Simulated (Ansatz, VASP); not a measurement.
# Two plane-wave programs on V

```
CELL_PARAMETERS angstrom
-1.57608 1.57608 1.57608
1.57608 -1.57608 1.57608
1.57608 1.57608 -1.57608
ATOMIC_POSITIONS crystal
V 0.00000 0.00000 0.00000
```

Alike in both runs: task single point; functional PBE; k mesh 8 × 8 × 8; collinear spin.

```csv
,VASP,Ansatz
version,VASP 6.6.1,Ansatz 0.2 development build
potentials or method,"VASP PAW PBE potentials, release 64 (V_sv)",scalar-relativistic
plane-wave cutoff (eV),500,1143
occupations,"fermi-dirac, width 0.1 eV",fermi-dirac
```

```csv
,VASP,Ansatz,Ansatz less VASP
net moment per atom (μB),0.00,0.00,0.000
```
